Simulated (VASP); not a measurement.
# ZrOs (Pm-3m) in VASP: further runs

The runs below take ZrOs through electric field gradients, single point, with LDA.

Program: VASP 6.6.1. These are calculated values, not measurements. Logs are shortened: lines on timing, memory, paths and dates and some standing lists are left out, and cuts for length are marked.

## Step 1: The cell of the first run

It takes space group Pm-3m (No. 221, cubic). The conventional cell has a = 3.263 Å, b = 3.263 Å, c = 3.263 Å, α = 90.00°, β = 90.00°, γ = 90.00°. Within 3.7 Å of Zr (site symmetry m-3m) lie 8 Os at 2.83 Å and 6 Zr at 3.26 Å. Os (site symmetry m-3m) has 8 Zr at 2.83 Å and 6 Os at 3.26 Å within 3.7 Å.

## Step 2: Electric field gradients, LDA

File INCAR:

```
SYSTEM = ZrOs
PREC = Accurate
ENCUT = 520
EDIFF = 1E-8
ISMEAR = -1
SIGMA = 0.03
LREAL = .False.
LASPH = .True.
NELM = 100
ALGO = Normal
ISIF = 2
LWAVE = .False.
LCHARG = .False.
LEFG = .True.
NBANDS = 17
```

File KPOINTS:

```
Automatic mesh
0
Gamma
  13 13 13
  0 0 0
```

File POSCAR:

```
ZrOs
1.0
    3.2630000000      0.0000000000      0.0000000000
    0.0000000000      3.2630000000      0.0000000000
    0.0000000000      0.0000000000      3.2630000000
Zr Os
1 1
Direct
    0.5000000000      0.5000000000      0.5000000000
    0.0000000000      0.0000000000      0.0000000000
```

Potentials or basis: VASP PAW LDA potentials, release 64 (Zr_sv, Os).

On the command line:

```sh
$ cat potpaw_LDA.64/Zr_sv/POTCAR potpaw_LDA.64/Os/POTCAR > POTCAR
$ mpirun -np 1 vasp_std > vasp.out
```

OUTCAR:

```text
SYSTEM = ZrOs
   PREC = Accurate
   ENCUT = 520
   EDIFF = 1E-8
   ISMEAR = -1
   LREAL = .False.
   LASPH = .True.
   NELM = 100
   ISIF = 2

 ion  position               nearest neighbor table
   1  0.500  0.500  0.500-   2 2.83   2 2.83   2 2.83   2 2.83   2 2.83   2 2.83   2 2.83   2 2.83

   2  0.000  0.000  0.000-   1 2.83   1 2.83   1 2.83   1 2.83   1 2.83   1 2.83   1 2.83   1 2.83

  LATTYP: Found a simple cubic cell.
 ALAT       =     3.2630000000

  Lattice vectors:

 A1 = (   3.2630000000,   0.0000000000,   0.0000000000)
 A2 = (   0.0000000000,   3.2630000000,   0.0000000000)
 A3 = (   0.0000000000,   0.0000000000,   3.2630000000)

Analysis of symmetry for initial positions (statically):
=====================================================================
 Subroutine PRICEL returns:
 Original cell was already a primitive cell.

 Routine SETGRP: Setting up the symmetry group for a
 simple cubic supercell.

 Subroutine GETGRP returns: Found 48 space group operations
 (whereof 48 operations were pure point group operations)
 out of a pool of 48 trial point group operations.

The static configuration has the point symmetry O_h .

Analysis of symmetry for dynamics (positions and initial velocities):
=====================================================================
 Subroutine PRICEL returns:
 Original cell was already a primitive cell.

 Routine SETGRP: Setting up the symmetry group for a
 simple cubic supercell.

 Subroutine GETGRP returns: Found 48 space group operations
 (whereof 48 operations were pure point group operations)
 out of a pool of 48 trial point group operations.

The dynamic configuration has the point symmetry O_h .

 Subroutine INISYM returns: Found 48 space group operations
 (whereof 48 operations are pure point group operations),
 and found     1 'primitive' translations

----------------------------------------------------------------------------------------

                                     Primitive cell

  volume of cell :      34.7417

  direct lattice vectors                    reciprocal lattice vectors
[... 121 lines left out ...]
 maximum number of plane-waves:       950
   NGX = 13   NGY = 13   NGZ = 13

 number of electron      20.0000000 magnetization

 Free energy of the ion-electron system (eV)
  ---------------------------------------------------
  ext. energy  EPLUGINS =         0.00000000
  ---------------------------------------------------
  free energy    TOTEN  =       -23.04605077 eV

  energy without entropy =      -23.04368996  energy(sigma->0) =      -23.04487036

 E-fermi :   9.6983     XC(G=0): -12.8297

 val. band max:        9.6874917447   @ k =   0.4615   0.4615   0.1538
 cond. band min:       9.7449340254   @ k =   0.4615   0.4615   0.0769
 fundamental gap:      0.0574422807
 Fermi energy:         9.6982820358

 k-point     1 :       0.0000    0.0000    0.0000
  band No.  band energies     occupation
      1     -38.8045      2.00000
      2     -16.8112      2.00000
      3     -16.8112      2.00000
      4     -16.8112      2.00000
      5       1.7630      2.00000
      6       4.4951      2.00000
[... 457 lines left out ...]
      4     -16.7581      2.00000
      5       4.2849      2.00000
      6       5.2579      2.00000
[... 9 lines left out ...]
     16      15.5319      0.00000
     17      20.1812      0.00000

 [... further k-points ...]

------------------------ aborting loop because EDIFF is reached ----------------------------------------

  FORCE on cell =-STRESS in cart. coord.  units (eV):
  Direction    XX          YY          ZZ          XY          YZ          ZX
  --------------------------------------------------------------------------------------
  -------------------------------------------------------------------------------------
  Total       -1.5531349     -1.5531349     -1.5531349     -0.0000000     -0.0000000      0.0000000
  in kB      -71.6256425    -71.6256425    -71.6256425     -0.0000000     -0.0000000      0.0000000
  external PRESSURE =     -71.6256425 kB  Pullay stress =       0.0000000 kB

 VOLUME and BASIS-vectors are now :
 -----------------------------------------------------------------------------
  energy-cutoff  :      520.00
  volume of cell :       34.74
      direct lattice vectors                 reciprocal lattice vectors
     3.263000000  0.000000000  0.000000000     0.306466442  0.000000000  0.000000000
     0.000000000  3.263000000  0.000000000     0.000000000  0.306466442  0.000000000
     0.000000000  0.000000000  3.263000000     0.000000000  0.000000000  0.306466442

 POSITION                                       TOTAL-FORCE (eV/Angst)
 -----------------------------------------------------------------------------------
      1.63150      1.63150      1.63150         0.000000      0.000000      0.000000
      0.00000      0.00000      0.00000         0.000000      0.000000      0.000000
 -----------------------------------------------------------------------------------
    total drift:                                0.000000     -0.000000     -0.000000

  FREE ENERGIE OF THE ION-ELECTRON SYSTEM (eV)
  ---------------------------------------------------
  free  energy   TOTEN  =       -23.0460507662 eV

  energy  without entropy=      -23.0436899584  energy(sigma->0) =      -23.04487036

 Electric field gradients (V/A^2)
---------------------------------------------------------------------
 ion       V_xx      V_yy      V_zz      V_xy      V_xz      V_yz
---------------------------------------------------------------------
   1      -0.000    -0.000     0.000    -0.000     0.000     0.000
   2       0.000     0.000     0.000     0.000     0.000     0.000
---------------------------------------------------------------------

 Electric field gradients after diagonalization (V/A^2)
 (convention: |V_zz| > |V_xx| > |V_yy|)
----------------------------------------------------------------------
 ion       V_xx      V_yy      V_zz     asymmetry (V_yy - V_xx)/ V_zz
----------------------------------------------------------------------
   1      -0.000    -0.000     0.000       0.306
   2       0.000     0.000     0.000      -0.129
----------------------------------------------------------------------

           NMR quadrupolar parameters

 Cq : quadrupolar parameter    Cq=e*Q*V_zz/h
 eta: asymmetry parameters     (V_yy - V_xx)/ V_zz
 Q  : nuclear electric quadrupole moment in mb (millibarn)
----------------------------------------------------------------------
 ion       Cq(MHz)       eta       Q (mb)
----------------------------------------------------------------------
   1       0.000       0.306       1.000
   2       0.000      -0.129       1.000
----------------------------------------------------------------------
```

stdout:

```text
POSCAR found type information on POSCAR ZrOs
 POSCAR found :  2 types and       2 ions
 scaLAPACK will be used
 LDA part: xc-table for (Slater(with rela. corr.)+CA(PZ))
 , standard interpolation
 POSCAR, INCAR and KPOINTS ok, starting setup
 FFT: planning ... GRIDC
 FFT: planning ... GRID_SOFT
 FFT: planning ... GRID
 WAVECAR not read
 entering main loop
ion   1

ion   2
```

Wall time 26 s (1 thread of Intel Xeon Platinum 8259CL at 2.50GHz (Skylake/Cascade Lake), shared host); peak memory 0.17 GiB.

Results:

```
Free energy                             : -23.0461 eV
Pressure                                : -7.2 GPa
Band gap on the k mesh                  : zero (bands 10 and 11 overlap by 1.02 eV)
Largest electric field gradient by atom : zero within the noise of the run
```

Levels at points of the mesh, in eV from the Fermi level:
```
           k point  band 8  band 9  band 10  band 11  band 12  band 13
(0.00, 0.00, 0.00)   -1.61   -1.61    -1.61     2.08     2.08     5.17
```

Caveat: the cell stands under tension; spin-orbit coupling is left out, which moves the levels of the heavy elements.

## Step 3: Single point, LDA

POSCAR is that of step 2.

File INCAR.step1:

```
ALGO = Normal
EDIFF = 1E-7
ENCUT = 520
ISIF = 2
ISMEAR = -1
LASPH = True
LCHARG = True
LMAXMIX = 4
LREAL = False
LWAVE = False
NBANDS = 17
NELM = 100
PREC = Accurate
SIGMA = 0.03
```

File KPOINTS.step1:

```
k-points
0
Gamma
  13 13 13
```

File INCAR.step2:

```
ALGO = Normal
EDIFF = 1E-7
ENCUT = 520
ICHARG = 11
ISIF = 2
ISMEAR = -5
LASPH = True
LCHARG = False
LMAXMIX = 4
LORBIT = 11
LREAL = False
LWAVE = False
NBANDS = 17
NEDOS = 1001
NELM = 100
PREC = Accurate
SIGMA = 0.03
```

File KPOINTS.step2:

```
k-points
0
Gamma
  20 20 20
```

Potentials or basis: VASP PAW LDA potentials, release 64 (Zr_sv, Os).

On the command line:

```sh
$ cat potpaw_LDA.64/Zr_sv/POTCAR potpaw_LDA.64/Os/POTCAR > POTCAR
$ cp INCAR.step1 INCAR
$ cp KPOINTS.step1 KPOINTS
$ mpirun -np 1 vasp_std > vasp.out
$ cp INCAR.step2 INCAR
$ cp KPOINTS.step2 KPOINTS
$ mpirun -np 1 vasp_std > vasp.out
```

Wall time 75 s (1 thread of Intel Xeon Platinum 8259CL at 2.50GHz (Skylake/Cascade Lake), shared host); peak memory 0.29 GiB.

Results (log left out):

```
Valence electrons inside the program's atomic spheres : Zr 9.90; Os 7.43
```

Levels at points of the mesh, in eV from the Fermi level:
```tsv
k point	band 6	band 7	band 8	band 9	band 10	band 11	band 12	band 13	band 14	band 15
(0.00, 0.00, 0.00)	-5.16	-5.16	-1.57	-1.57	-1.57	2.13	2.13	5.21	5.21	5.21
(0.50, 0.00, 0.00)	-3.48	-3.45	-1.63	-1.63	-1.10	-0.66	1.00	1.00	1.03	3.39
(0.50, 0.50, 0.00)	-4.92	-3.28	-3.28	0.48	0.58	1.33	1.33	2.80	5.07	5.61
(0.50, 0.50, 0.50)	-2.83	-2.83	-2.09	-2.09	-2.09	0.58	0.58	3.93	5.24	5.24
```

Caveat: spin-orbit coupling is left out, which moves the levels of the heavy elements; tetrahedron occupations give inexact forces and stress in metals.
